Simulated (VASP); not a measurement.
# Na (P6_3/mmc) in VASP: a series of runs

The runs below take Na through single point, with PBEsol.

Everything below comes from runs of VASP 6.6.1. Logs are shortened: lines on timing, memory, paths and dates and some standing lists are left out, and cuts for length are marked.

## (1) The cell of the first run

Symmetry: P6_3/mmc, No. 194, hexagonal system. The conventional cell has a = 3.531 Å, b = 3.531 Å, c = 5.735 Å, α = 90.00°, β = 90.00°, γ = 120.00°. Within 4.6 Å of Na (site symmetry -6m2) lie 12 Na at 3.52 to 3.53 Å.

This isn't the form of Na at room conditions, which is bcc.

## (2) Single point, PBEsol (30.96 Å³/atom)

INCAR reads:

```
  PREC = Accurate
  ENCUT = 520
  EDIFF = 1E-7
  ISMEAR = -1
  SIGMA = 0.08
  LREAL = False
  LASPH = True
  NELM = 60
  ALGO = Normal
  ISIF = 2
  LWAVE = False
  LCHARG = True
  GGA = PS
  LELF = True
  LVHAR = True
  NBANDS = 14
```

KPOINTS reads:

```
regular mesh
0
Gamma
  12 12 7
```

POSCAR reads:

```
Na
1.0
    3.5309918019      0.0000000000      0.0000000000
   -1.7654959010      3.0579286010      0.0000000000
    0.0000000000      0.0000000000      5.7346592761
Na
2
Direct
    0.3333333333      0.6666666667      0.2500000000
    0.6666666667      0.3333333333      0.7500000000
```

Potentials or basis: VASP PAW PBE potentials, release 64 (Na_pv).

Command:

```bash
$ cat potpaw_PBE.64/Na_pv/POTCAR > POTCAR
$ mpirun -np 1 vasp_std > vasp.out
```

OUTCAR:

```text
PREC = Accurate
   ENCUT = 520
   EDIFF = 1E-7
   ISMEAR = -1
   LREAL = False
   LASPH = True
   NELM = 60
   ISIF = 2
   GGA = PS

 ion  position               nearest neighbor table
   1  0.333  0.667  0.250-
   2  0.667  0.333  0.750-

  LATTYP: Found a hexagonal cell.
 ALAT       =     3.5309918019
 C/A-ratio  =     1.6240930588

  Lattice vectors:

 A1 = (   3.5309918019,   0.0000000000,   0.0000000000)
 A2 = (  -1.7654959010,   3.0579286010,   0.0000000000)
 A3 = (   0.0000000000,   0.0000000000,   5.7346592761)

Analysis of symmetry for initial positions (statically):
=====================================================================
 Subroutine PRICEL returns:
 Original cell was already a primitive cell.

 Routine SETGRP: Setting up the symmetry group for a
 hexagonal supercell.

 Subroutine GETGRP returns: Found 24 space group operations
 (whereof 12 operations were pure point group operations)
 out of a pool of 24 trial point group operations.

The static configuration has the point symmetry D_3d.
 The point group associated with its full space group is D_6h.

Analysis of symmetry for dynamics (positions and initial velocities):
=====================================================================
 Subroutine PRICEL returns:
 Original cell was already a primitive cell.

 Routine SETGRP: Setting up the symmetry group for a
 hexagonal supercell.

 Subroutine GETGRP returns: Found 24 space group operations
 (whereof 12 operations were pure point group operations)
 out of a pool of 24 trial point group operations.

The dynamic configuration has the point symmetry D_3d.
 The point group associated with its full space group is D_6h.

 Subroutine INISYM returns: Found 24 space group operations
 (whereof 12 operations are pure point group operations),
 and found     1 'primitive' translations

----------------------------------------------------------------------------------------

                                     Primitive cell

  volume of cell :      61.9201

  direct lattice vectors                    reciprocal lattice vectors
     3.530991802  0.000000000  0.000000000     0.283206548  0.163509377  0.000000000
    -1.765495901  3.057928601  0.000000000     0.000000000  0.327018754  0.000000000
     0.000000000  0.000000000  5.734659276     0.000000000  0.000000000  0.174378276

  length of vectors
     3.530991802  3.530991802  5.734659276     0.327018754  0.327018754  0.174378276

  position of ions in fractional coordinates (direct lattice)
     0.333333333  0.666666667  0.250000000
     0.666666667  0.333333333  0.750000000

  ion indices of the primitive-cell ions
   primitive index   ion index
                 1           1
                 2           2

----------------------------------------------------------------------------------------

 KPOINTS: regular mesh

Automatic generation of k-mesh.
 Grid dimensions read from file:
 generate k-points for:   12   12    7

 Generating k-lattice:

  Cartesian coordinates                     Fractional coordinates (reciprocal lattice)
     0.023600546  0.013625781  0.000000000     0.083333333 -0.000000000  0.000000000
     0.000000000  0.027251563  0.000000000     0.000000000  0.083333333  0.000000000
     0.000000000  0.000000000  0.024911182     0.000000000  0.000000000  0.142857143

  Length of vectors
     0.027251563  0.027251563  0.024911182

  Shift w.r.t. Gamma in fractional coordinates (k-lattice)
     0.000000000  0.000000000  0.000000000

 Subroutine IBZKPT returns following result:
 ===========================================

 Found     76 irreducible k-points:

 Following reciprocal coordinates:
            Coordinates               Weight
  0.000000  0.000000  0.000000      1.000000
  0.083333  0.000000  0.000000      6.000000
  0.166667  0.000000  0.000000      6.000000
  0.250000  0.000000  0.000000      6.000000
  0.333333  0.000000  0.000000      6.000000
  0.416667  0.000000  0.000000      6.000000
[... 16 lines left out ...]
  0.250000  0.000000  0.142857     12.000000
  0.333333  0.000000  0.142857     12.000000
 [... further k-points ...]
   k-points           NKPTS =     76   k-points in BZ     NKDIM =     76   number of bands    NBANDS=     14
   number of dos      NEDOS =    301   number of ions     NIONS =      2
   total plane-waves  NPLWV =  37632
   dimension x,y,z NGX =    28 NGY =   28 NGZ =   48
   dimension x,y,z NGXF=    56 NGYF=   56 NGZF=   96
   ions per type =               2
   NGX,Y,Z   is equivalent  to a cutoff of  13.18, 13.18, 13.92 a.u.
   NGXF,Y,Z  is equivalent  to a cutoff of  26.37, 26.37, 27.83 a.u.
 SYSTEM =  unknown system
   PREC   = accura    normal or accurate (medium, high low for compatibility)
   ISTART =      0    job   : 0-new  1-cont  2-samecut
   ICHARG =      2    charge: 1-file 2-atom 10-const
   ISPIN  =      1    spin polarized calculation?
   LNONCOLLINEAR =      F non collinear calculations
   LSORBIT =      F    spin-orbit coupling
   LASPH  =      T    aspherical Exc in radial PAW
   ENCUT  =  520.0 eV  38.22 Ry    6.18 a.u.   6.57  6.57 10.66*2*pi/ulx,y,z
   NELM   =     60;   NELMIN=  2; NELMDL= -5     # of ELM steps
   EDIFF  = 0.1E-06   stopping-criterion for ELM
   LREAL  =      F    real-space projection
   EDIFFG = 0.1E-05   stopping-criterion for IOM
   NSW    =      0    number of steps for IOM
   IBRION =     -1    ionic relax: 0-MD 1-quasi-New 2-CG
   NFREE  =      0    steps in history (QN), initial steepest desc. (CG)
   ISIF   =      2    stress and relaxation
   ISYM   =      2    0-nonsym 1-usesym 2-fastsym
   POTIM  = 0.5000    time-step for ionic-motion
   TEBEG  =    0.0;   TEEND  =   0.0 temperature during run
   PSTRESS=    0.0 pullay stress
   NELECT =      14.0000    total number of electrons
   NUPDOWN=      -1.0000    fix difference up-down
   EMIN   =  10.00;   EMAX   =-10.00  energy-range for DOS
   EFERMI =   0.00;   METHOD = LEGACY
   ISMEAR =    -1;   SIGMA  =   0.08  broadening in eV -4-tet -1-fermi 0-gaus
   EFERMI_NEDOS =   21; number of points for ismear=-14 and -15
   IALGO  =     38    algorithm
   IMIX   =      4    mixing-type and parameters
     AMIX     =   0.40;   BMIX     =  1.00
     AMIX_MAG =   1.60;   BMIX_MAG =  1.00
  volume/ion in A,a.u.               =      30.96       208.93
  Fermi-wavevector in a.u.,A,eV,Ry     =   0.997333  1.884687 13.533355  0.994674
  Thomas-Fermi vector in A             =   2.129482
   LORBIT       =      0    0 simple, 1 ext, 2 COOP (PROOUT), +10 PAW based schemes
   GGA     = PS    functional components
   LHFCALC =     F    Hartree Fock is set to
   AEXX    =    0.0000 exact exchange contribution
   IVDW    =     0    specifies the selected vdW correction
   LEPSILON=     F    determine dielectric tensor
   LRPA    =     F    only Hartree local field effects (RPA)
 non-spin polarized calculation
  energy-cutoff  :      520.00
  volume of cell :       61.92
 maximum number of plane-waves:      1707
 NGX is ok and might be reduce to    28
   NGX = 13   NGY = 13   NGZ = 21

 number of electron      14.0000005 magnetization

 Free energy of the ion-electron system (eV)
  ---------------------------------------------------
  ext. energy  EPLUGINS =         0.00000000
  ---------------------------------------------------
  free energy    TOTEN  =        -2.75799129 eV

  energy without entropy =       -2.73905868  energy(sigma->0) =       -2.74852498

 E-fermi :   0.8702     XC(G=0):  -6.9977

 val. band max:        0.8568928597   @ k =   0.1667   0.1667   0.2857
 cond. band min:       0.8707268246   @ k =   0.0833   0.0833   0.1429
 fundamental gap:      0.0138339650
 Fermi energy:         0.8701867167

 k-point     1 :       0.0000    0.0000    0.0000
  band No.  band energies     occupation
      1     -23.8600      2.00000
      2     -23.8013      2.00000
      3     -23.8013      2.00000
      4     -23.7921      2.00000
      5     -23.7921      2.00000
      6     -23.7920      2.00000
      7      -2.8126      2.00000
      8       1.4633      0.00120
      9       2.0592      0.00000
     10      11.8432      0.00000
     11      11.8432      0.00000
     12      12.4074      0.00000
     13      12.4436      0.00000
     14      12.4436      0.00000

 k-point     2 :       0.0833    0.0000    0.0000
  band No.  band energies     occupation
      1     -23.8585      2.00000
      2     -23.8046      2.00000
      3     -23.8024      2.00000
      4     -23.7955      2.00000
      5     -23.7926      2.00000
      6     -23.7926      2.00000
      7      -2.6961      2.00000
      8       1.5631      0.00035
      9       2.1706      0.00000
     10      10.0560      0.00000
     11      11.1281      0.00000
     12      11.5892      0.00000
     13      13.2572      0.00000
     14      13.3591      0.00000

 k-point     3 :       0.1667    0.0000    0.0000
  band No.  band energies     occupation
      1     -23.8541      2.00000
      2     -23.8137      2.00000
      3     -23.8052      2.00000
      4     -23.8048      2.00000
      5     -23.7943      2.00000
      6     -23.7941      2.00000
      7      -2.3488      2.00000
      8       1.8628      0.00001
      9       2.4980      0.00000
     10       8.0054      0.00000
     11      10.3396      0.00000
     12      10.4312      0.00000
     13      11.7003      0.00000
     14      13.1938      0.00000

 k-point     4 :       0.2500    0.0000    0.0000
  band No.  band energies     occupation
      1     -23.8476      2.00000
      2     -23.8264      2.00000
      3     -23.8172      2.00000
      4     -23.8090      2.00000
      5     -23.7972      2.00000
      6     -23.7962      2.00000
      7      -1.7762      2.00000
      8       2.3642      0.00000
      9       3.0107      0.00000
     10       6.1192      0.00000
     11       9.3100      0.00000
     12       9.7152      0.00000
     13       9.7478      0.00000
     14      12.0993      0.00000

 k-point     5 :       0.3333    0.0000    0.0000
  band No.  band energies     occupation
      1     -23.8400      2.00000
      2     -23.8392      2.00000
      3     -23.8293      2.00000
      4     -23.8126      2.00000
      5     -23.8012      2.00000
      6     -23.7985      2.00000
      7      -0.9872      2.00000
      8       3.0694      0.00000
      9       3.4702      0.00000
     10       4.6518      0.00000
     11       7.9912      0.00000
[... 276 lines left out ...]
 k-point    22 :       0.1667    0.0000    0.1429
  band No.  band energies     occupation
      1     -23.8516      2.00000
      2     -23.8129      2.00000
      3     -23.8070      2.00000
      4     -23.8047      2.00000
      5     -23.7955      2.00000
      6     -23.7946      2.00000
      7      -2.2525      2.00000
      8       0.9769      0.41706
      9       3.5363      0.00000
     10       8.0870      0.00000
     11      10.2616      0.00000
     12      10.4145      0.00000
     13      11.3298      0.00000
     14      12.6790      0.00000

 k-point    23 :       0.2500    0.0000    0.1429
  band No.  band energies     occupation
      1     -23.8467      2.00000
      2     -23.8246      2.00000
      3     -23.8190      2.00000
      4     -23.8083      2.00000
      5     -23.7980      2.00000
      6     -23.7969      2.00000
      7      -1.6812      2.00000
      8       1.5032      0.00073
      9       4.0052      0.00000
     10       6.2216      0.00000
     11       8.7393      0.00000
     12       9.7905      0.00000
     13      10.1023      0.00000
     14      12.3861      0.00000

 k-point    24 :       0.3333    0.0000    0.1429
  band No.  band energies     occupation
      1     -23.8452      2.00000
      2     -23.8336      2.00000
      3     -23.8294      2.00000
      4     -23.8119      2.00000
      5     -23.8014      2.00000
      6     -23.7992      2.00000
      7      -0.8939      2.00000
      8       2.2193      0.00000
      9       4.0776      0.00000
     10       5.1282      0.00000
     11       7.1581      0.00000
     12       8.9771      0.00000
     13       9.3430      0.00000
     14      11.3765      0.00000

 [... further k-points ...]

------------------------ aborting loop because EDIFF is reached ----------------------------------------

  FORCE on cell =-STRESS in cart. coord.  units (eV):
  Direction    XX          YY          ZZ          XY          YZ          ZX
  --------------------------------------------------------------------------------------
  -------------------------------------------------------------------------------------
  Total        0.6610624      0.6610624      0.6657838     -0.0000000      0.0000000     -0.0000000
  in kB       17.1049333     17.1049333     17.2270989     -0.0000000      0.0000000     -0.0000000
  external PRESSURE =      17.1456551 kB  Pullay stress =       0.0000000 kB

 VOLUME and BASIS-vectors are now :
 -----------------------------------------------------------------------------
  energy-cutoff  :      520.00
  volume of cell :       61.92
      direct lattice vectors                 reciprocal lattice vectors
     3.530991802  0.000000000  0.000000000     0.283206548  0.163509377  0.000000000
    -1.765495901  3.057928601  0.000000000     0.000000000  0.327018754  0.000000000
     0.000000000  0.000000000  5.734659276     0.000000000  0.000000000  0.174378276

 POSITION                                       TOTAL-FORCE (eV/Angst)
 -----------------------------------------------------------------------------------
     -0.00000      2.03862      1.43366         0.000000     -0.000000      0.000000
      1.76550      1.01931      4.30099        -0.000000      0.000000     -0.000000
 -----------------------------------------------------------------------------------
    total drift:                               -0.000000      0.000000      0.000000

  FREE ENERGIE OF THE ION-ELECTRON SYSTEM (eV)
  ---------------------------------------------------
  free  energy   TOTEN  =        -2.7579912861 eV

  energy  without entropy=       -2.7390586753  energy(sigma->0) =       -2.74852498
```

Wall time 77 s (1 thread of Intel Xeon 8259CL, shared host); peak memory 0.2 GiB.

What came out:

| Property | Result |
| --- | --- |
| Free energy | -2.7580 eV |
| Pressure | 1.7 GPa |
| Band gap on the k mesh | zero (bands 7 and 8 overlap by 4.26 eV) |

Levels at points of the mesh, in eV from the Fermi level:
```csv
k point,band 4,band 5,band 6,band 7,band 8,band 9,band 10,band 11
"(0.00, 0.00, 0.00)",-24.66,-24.66,-24.66,-3.68,0.59,1.19,10.97,10.97
"(0.50, 0.00, 0.00)",-24.69,-24.68,-24.67,0.22,0.43,4.14,4.33,4.99
```

Caveat: the PAW data sets were made with another functional, which shifts forces and pressure a little.

## (3) Single point, PBEsol (30.96 Å³/atom)

INCAR reads:

```
SYSTEM = Na
PREC = Accurate ; ENCUT = 520
EDIFF = 1E-6 ; ISMEAR = -1
SIGMA = 0.08 ; LREAL = .FALSE.
LASPH = .TRUE. ; NELM = 100
ALGO = Normal ; ISIF = 2
LWAVE = .FALSE. ; LCHARG = .FALSE.
GGA = PS ; NBANDS = 14
```

KPOINTS reads:

```
Automatic mesh
0
G
  12 12 7
  0 0 0
```

POSCAR is that of step 2.

Potentials or basis: VASP PAW PBE potentials, release 64 (Na_pv).

Command:

```bash
$ cat potpaw_PBE.64/Na_pv/POTCAR > POTCAR
$ mpirun -np 1 vasp_std > vasp.out
```

Wall time 58 s (1 thread of Intel Xeon 8259CL, shared host); peak memory 0.2 GiB.

Results (log left out):

- Free energy: -2.7580 eV
- Pressure: 1.7 GPa
- Band gap on the k mesh: zero (bands 7 and 8 overlap by 4.26 eV)

Levels at points of the mesh, in eV from the Fermi level:
| k point | band 3 | band 4 | band 5 | band 6 | band 7 | band 8 | band 9 | band 10 | band 11 | band 12 |
| --- | --- | --- | --- | --- | --- | --- | --- | --- | --- | --- |
| (0.00, 0.00, 0.00) | -24.67 | -24.66 | -24.66 | -24.66 | -3.68 | 0.59 | 1.19 | 10.97 | 10.97 | 11.54 |
| (0.50, 0.00, 0.00) | -24.70 | -24.69 | -24.68 | -24.67 | 0.22 | 0.43 | 4.14 | 4.33 | 4.99 | 5.12 |

Caveat: the PAW data sets were made with another functional, which shifts forces and pressure a little.

## (4) Single point, PBEsol

This run uses another cell than the first one, of 34.60 Å³/atom.

INCAR reads:

```
SYSTEM = Na
ALGO = Normal
EDIFF = 1E-6
ENCUT = 520
GGA = PS
ISIF = 2
ISMEAR = -1
LASPH = .True.
LCHARG = .True.
LELF = .True.
LREAL = .False.
LVHAR = .True.
LWAVE = .False.
NBANDS = 14
NELM = 60
PREC = Accurate
SIGMA = 0.08
```

KPOINTS reads:

```
k-points
0
Gamma
  12 12 7
  0 0 0
```

POSCAR reads:

```
Na
1.0
    3.6643611420      0.0000000000      0.0000000000
   -1.8321805710      3.1734298376      0.0000000000
    0.0000000000      0.0000000000      5.9512634955
Na
2
Direct
    0.3333333333      0.6666666667      0.2500000000
    0.6666666667      0.3333333333      0.7500000000
```

Command:

```bash
$ cat potpaw_PBE.64/Na_pv/POTCAR > POTCAR
$ mpirun -np 1 vasp_std > vasp.out
```

Wall time 60 s (1 thread of Intel Xeon 8259CL, shared host); peak memory 0.2 GiB.

The run converged. Its results:

```
Free energy            : -2.8048 eV
Pressure               : 0.4 GPa
Band gap on the k mesh : zero (bands 7 and 8 overlap by 4.03 eV)
```

Levels at points of the mesh, in eV from the Fermi level:
```
           k point  band 3  band 4  band 5  band 6  band 7  band 8  band 9  band 10  band 11  band 12
(0.00, 0.00, 0.00)  -24.73  -24.73  -24.73  -24.73   -3.43    0.58    1.07    10.32    10.32    10.77
(0.50, 0.00, 0.00)  -24.75  -24.75  -24.74  -24.73    0.22    0.38    3.97     4.05     4.61     4.80
```

Caveat: the PAW data sets were made with another functional, which shifts forces and pressure a little.
